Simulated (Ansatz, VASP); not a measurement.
## GaAs in VASP and in Ansatz

```
CELL_PARAMETERS angstrom
0.00000 2.82685 2.82685
2.82685 0.00000 2.82685
2.82685 2.82685 0.00000
ATOMIC_POSITIONS crystal
As 0.75000 0.75000 0.75000
Ga 0.00000 0.00000 0.00000
```

Alike in both runs: task relaxation of cell and atoms; functional PBEsol; k mesh 8 × 8 × 8; occupations fermi-dirac, width 0.05 eV; no spin polarisation.

|  | VASP | Ansatz |
| --- | --- | --- |
| version | VASP 6.6.1 | Ansatz 0.2.0 |
| potentials or method | VASP PAW PBE potentials, release 64 (As, Ga_d), cutoff 600 eV | all-electron LAPW, scalar-relativistic |

|  | VASP | Ansatz | Ansatz less VASP |
| --- | --- | --- | --- |
| relaxed volume (Å³/atom) | 22.73 | 22.64 | -0.093 |
| relaxed cell length with the largest relative difference (Å) | 4.006 | 4.001 | -0.0054 |

VASP's potentials were made for PBE, not for PBEsol. Ansatz ran all-electron here, and VASP with PAW potentials.
